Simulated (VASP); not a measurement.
# CdS in VASP: further runs, part 2 of 3

VASP 6.6.1.

## Step 3: Electric field gradients, PBE (z stretched by +2 % at fixed volume)

Input file INCAR:

```
SYSTEM = CdS
PREC = Accurate ; ENCUT = 520
EDIFF = 1E-8 ; ISMEAR = -1
SIGMA = 0.03 ; LREAL = .FALSE.
LASPH = .TRUE. ; NELM = 100
ALGO = Normal ; ISIF = 2
LWAVE = .FALSE. ; LCHARG = .FALSE.
GGA = PE ; LEFG = .TRUE.
NBANDS = 16
```

Input file KPOINTS:

```
Automatic mesh
0
G
  9 9 9
  0 0 0
```

Input file POSCAR:

```
CdS
1.0
    0.0000000000      2.8813293501      2.9682000000
    2.8813293501      0.0000000000      2.9682000000
    2.8813293501      2.8813293501      0.0000000000
Cd S
1 1
Direct
    0.0000000000      0.0000000000      0.0000000000
    0.7500000000      0.7500000000      0.7500000000
```

Potentials or basis: VASP PAW PBE potentials, release 64 (Cd, S).

Command:

```
> cat potpaw_PBE.64/Cd/POTCAR potpaw_PBE.64/S/POTCAR > POTCAR
> mpirun -np 1 vasp_std > vasp.out
```

OUTCAR:

```text
SYSTEM = CdS
   PREC = Accurate
   ENCUT = 520
   EDIFF = 1E-8
   ISMEAR = -1
   LREAL = .FALSE.
   LASPH = .TRUE.
   NELM = 100
   ISIF = 2
   GGA = PE

 ion  position               nearest neighbor table
   1  0.000  0.000  0.000-   2 2.52   2 2.52   2 2.52   2 2.52
   2  0.750  0.750  0.750-   1 2.52   1 2.52   1 2.52   1 2.52

  LATTYP: Found a body centered tetragonal cell.
 ALAT       =     4.0748150446
 C/A-ratio  =     1.4568513994

  Lattice vectors:

 A1 = (  -2.8813293501,   0.0000000000,   2.9682000000)
 A2 = (   2.8813293501,   0.0000000000,   2.9682000000)
 A3 = (   0.0000000000,   2.8813293501,  -2.9682000000)

Analysis of symmetry for initial positions (statically):
=====================================================================
 Subroutine PRICEL returns:
 Original cell was already a primitive cell.

 Routine SETGRP: Setting up the symmetry group for a
 body centered tetragonal supercell.

 Subroutine GETGRP returns: Found  8 space group operations
 (whereof  8 operations were pure point group operations)
 out of a pool of 16 trial point group operations.

The static configuration has the point symmetry D_2d.

Analysis of symmetry for dynamics (positions and initial velocities):
=====================================================================
 Subroutine PRICEL returns:
 Original cell was already a primitive cell.

 Routine SETGRP: Setting up the symmetry group for a
 body centered tetragonal supercell.

 Subroutine GETGRP returns: Found  8 space group operations
 (whereof  8 operations were pure point group operations)
 out of a pool of 16 trial point group operations.

[... 159 lines left out ...]
      4      -6.3736      2.00000
      5      -5.8982      2.00000
      6      -5.8860      2.00000
[... 433 lines left out ...]
      3      -6.0361      2.00000
      4      -6.0361      2.00000
      5      -5.8087      2.00000
      6      -5.5397      2.00000
[... 8 lines left out ...]
     15      13.7909      0.00000
     16      15.3023      0.00000

 [... further k-points ...]

------------------------ aborting loop because EDIFF is reached ----------------------------------------

  FORCE on cell =-STRESS in cart. coord.  units (eV):
  Direction    XX          YY          ZZ          XY          YZ          ZX
  --------------------------------------------------------------------------------------
  -------------------------------------------------------------------------------------
  Total        1.1721646      1.1721646      1.0168176      0.0000000      0.0000000      0.0000000
  in kB       38.1057228     38.1057228     33.0555729      0.0000000      0.0000000      0.0000000
  external PRESSURE =      36.4223395 kB  Pullay stress =       0.0000000 kB

 VOLUME and BASIS-vectors are now :
 -----------------------------------------------------------------------------
  energy-cutoff  :      520.00
  volume of cell :       49.28
      direct lattice vectors                 reciprocal lattice vectors
     0.000000000  2.881329350  2.968200000    -0.173531013  0.173531013  0.168452261
     2.881329350  0.000000000  2.968200000     0.173531013 -0.173531013  0.168452261
     2.881329350  2.881329350  0.000000000     0.173531013  0.173531013 -0.168452261

 POSITION                                       TOTAL-FORCE (eV/Angst)
 -----------------------------------------------------------------------------------
      0.00000      0.00000      0.00000         0.000000      0.000000      0.000000
      4.32199      4.32199      4.45230        -0.000000     -0.000000     -0.000000
 -----------------------------------------------------------------------------------
    total drift:                               -0.000001     -0.000001      0.000001

  FREE ENERGIE OF THE ION-ELECTRON SYSTEM (eV)
  ---------------------------------------------------
  free  energy   TOTEN  =        -6.1128183396 eV

  energy  without entropy=       -6.1128183396  energy(sigma->0) =       -6.11281834

 Electric field gradients (V/A^2)
---------------------------------------------------------------------
 ion       V_xx      V_yy      V_zz      V_xy      V_xz      V_yz
---------------------------------------------------------------------
   1       4.669     4.669    -9.338    -0.001     0.001     0.001
   2      -2.932    -2.932     5.865     0.000    -0.001    -0.001
---------------------------------------------------------------------

 Electric field gradients after diagonalization (V/A^2)
 (convention: |V_zz| > |V_xx| > |V_yy|)
----------------------------------------------------------------------
 ion       V_xx      V_yy      V_zz     asymmetry (V_yy - V_xx)/ V_zz
----------------------------------------------------------------------
   1       4.669     4.668    -9.338       0.000
   2      -2.933    -2.932     5.865       0.000
----------------------------------------------------------------------

           NMR quadrupolar parameters

 Cq : quadrupolar parameter    Cq=e*Q*V_zz/h
 eta: asymmetry parameters     (V_yy - V_xx)/ V_zz
 Q  : nuclear electric quadrupole moment in mb (millibarn)
----------------------------------------------------------------------
 ion       Cq(MHz)       eta       Q (mb)
----------------------------------------------------------------------
   1      -0.023       0.000       1.000
   2       0.014       0.000       1.000
----------------------------------------------------------------------
```

OSZICAR:

```text
N       E                     dE             d eps       ncg     rms          rms(c)
DAV:   1     0.108061012236E+03    0.10806E+03   -0.90956E+03  2464   0.103E+03
DAV:   2    -0.244111506841E+01   -0.11050E+03   -0.10404E+03  2864   0.252E+02
DAV:   3    -0.663100144692E+01   -0.41899E+01   -0.41825E+01  3040   0.511E+01
DAV:   4    -0.665631837864E+01   -0.25317E-01   -0.25314E-01  3064   0.392E+00
DAV:   5    -0.665665331211E+01   -0.33493E-03   -0.33493E-03  2992   0.428E-01    0.824E+00
DAV:   6    -0.613209755795E+01    0.52456E+00   -0.83250E-01  3688   0.116E+01    0.659E+00
DAV:   7    -0.611241364269E+01    0.19684E-01   -0.20021E-01  3120   0.307E+00    0.319E+00
DAV:   8    -0.611271123112E+01   -0.29759E-03   -0.18463E-02  2920   0.173E+00    0.315E-01
DAV:   9    -0.611262667469E+01    0.84556E-04   -0.21164E-03  2952   0.689E-01    0.583E-02
DAV:  10    -0.611274493277E+01   -0.11826E-03   -0.24297E-04  3136   0.161E-01    0.653E-02
DAV:  11    -0.611282501001E+01   -0.80077E-04   -0.12496E-04  2952   0.903E-02    0.211E-02
DAV:  12    -0.611281742734E+01    0.75827E-05   -0.25141E-05  3224   0.660E-02    0.102E-02
DAV:  13    -0.611281871494E+01   -0.12876E-05   -0.44243E-06  2904   0.128E-02    0.131E-02
DAV:  14    -0.611281838249E+01    0.33245E-06   -0.38338E-07  3096   0.353E-03    0.505E-03
DAV:  15    -0.611281837155E+01    0.10939E-07   -0.29861E-08  2992   0.112E-03    0.170E-03
DAV:  16    -0.611281834053E+01    0.31021E-07   -0.92807E-09  2560   0.615E-04    0.178E-04
DAV:  17    -0.611281833963E+01    0.90290E-09   -0.15292E-09  1576   0.312E-04
   1 F= -.61128183E+01 E0= -.61128183E+01  d E =-.367188E-10
```

stdout:

```text
POSCAR found type information on POSCAR CdS
 POSCAR found :  2 types and       2 ions
 scaLAPACK will be used
 LDA part: xc-table for (Slater+PW92), standard interpolation
 POSCAR, INCAR and KPOINTS ok, starting setup
 FFT: planning ... GRIDC
 FFT: planning ... GRID_SOFT
 FFT: planning ... GRID
 WAVECAR not read
 entering main loop
ion   1

ion   2
```

It took 85 s on 1 thread of Intel Xeon 6975P-C, shared host; peak memory 0.21 GiB.

Results:

- Free energy: -6.1128 eV
- Pressure: 3.6 GPa
- Band gap on the k mesh: 1.13 eV, direct

Levels at points of the mesh, in eV from the valence-band top:
| k point | band 6 | band 7 | band 8 | band 9 | band 10 | band 11 | band 12 | band 13 |
| --- | --- | --- | --- | --- | --- | --- | --- | --- |
| (0.00, 0.00, 0.00) | -7.29 | -0.09 | 0.00 | 0.00 | 1.13 | 6.52 | 6.52 | 6.52 |

Electric field gradients, principal values (V/Å²):
```tsv
atom	least	middle	greatest (by size)
1 Cd	4.668	4.669	-9.338
2 S	-2.932	-2.933	5.865
```

Caveat: without QUAD_EFG the Cq values of the log hold for a quadrupole moment of 1 mb, not for the nuclei.

(Continued in part 3 of 3.)
